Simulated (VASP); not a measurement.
## Sn2As2Se: relaxation of cell and atoms with PBE

Crystal: Sn2As2Se.

```
Sn As Se
1.0
     4.29200    0.00000    0.00000
    -2.14600    3.71698    0.00000
     0.00000    0.00000    5.19097
Sn As Se
2 2 1
Direct
  0.33333 0.66667 0.50000
  0.66667 0.33333 0.50000
  0.33333 0.66667 0.00000
  0.66667 0.33333 0.00000
  0.00000 0.00000 0.50000
```

The cell was generated, and may not be a known phase.

```json
{"Program": "VASP 6.6.1", "Task": "relaxation of cell and atoms", "Functional": "PBE", "Potentials or basis": "VASP PAW PBE potentials, release 64 (Sn_d, As, Se)", "Cutoff": "600 eV", "k mesh": "6 × 6 × 4", "Occupations": "gaussian, width 0.1 eV", "Spin": "no spin polarisation", "Dipole correction": "no", "Further INCAR settings": "ALGO = Fast; EDIFF = 1e-07; IBRION = 2; EDIFFG = -0.04; NSW = 90; ISIF = 3"}
```

```
Relaxed volume                        : 27.11 Å³/atom
Relaxed cell                          : a = 5.177 Å, b = 5.177 Å, c = 5.840 Å, α = 90.00°, β = 90.00°, γ = 120.00°
Space group after relaxing (to 0.1 Å) : P6/mmm (No. 191)
Energy gained by relaxing             : 1815.8 meV/atom
Ionic steps                           : 8
Pressure after relaxing               : -0.1 GPa
Band gap on the k mesh                : zero (bands 22 and 23 overlap by 1.69 eV)
```

Stress tensor (GPa, compression positive):
```
-0.19  0.00  0.00
 0.00 -0.19  0.00
 0.00  0.00 -0.06
```

Step by step:
| step | energy change (eV) | largest force (eV/Å) | pressure (GPa) | volume (Å³) |
| --- | --- | --- | --- | --- |
| 1 | 0.0000 | 0.0000 | 82.53 | 82.81 |
| 2 | -4.8804 | 0.0000 | -7.69 | 229.66 |
| 3 | -9.0035 | 0.0000 | -0.62 | 137.50 |
| 4 | -9.0165 | 0.0000 | -0.37 | 135.84 |
| 5 | -9.0306 | 0.0000 | 1.17 | 131.91 |
| 6 | -9.0332 | 0.0000 | 0.61 | 133.22 |
| 7 | -9.0782 | 0.0000 | -0.07 | 135.26 |
| 8 | -9.0790 | 0.0000 | -0.15 | 135.56 |

Final structure:
```
Sn As Se
1.0
     5.17738    0.00000    0.00000
    -2.58869    4.48374    0.00000
     0.00000    0.00000    5.83959
Sn As Se
2 2 1
Direct
  0.33333 0.66667 0.50000
  0.66667 0.33333 0.50000
  0.33333 0.66667 0.00000
  0.66667 0.33333 0.00000
  0.00000 0.00000 0.50000
```

Levels at points of the mesh, in eV from the Fermi level:
| k point | band 20 | band 21 | band 22 | band 23 | band 24 | band 25 |
| --- | --- | --- | --- | --- | --- | --- |
| (0.00, 0.00, 0.00) | -2.96 | -1.55 | -0.85 | -0.85 | -0.83 | 1.12 |
| (0.50, 0.00, 0.00) | -1.93 | -1.45 | -0.15 | 1.43 | 2.03 | 2.13 |
| (0.00, 0.00, 0.50) | -2.42 | -2.01 | -2.01 | -0.76 | 0.77 | 0.77 |
| (0.50, 0.00, 0.50) | -0.63 | 0.39 | 0.64 | 1.11 | 1.46 | 1.77 |

Run time: 22 min on 1 thread of Oxide Virtual Turin-like Processor (shared host), peak memory 0.23 GiB.

Caveat: the volume moved by over 15 % at a fixed basis, so the end points are rough; spin-orbit coupling is left out, which moves the levels of the heavy elements.
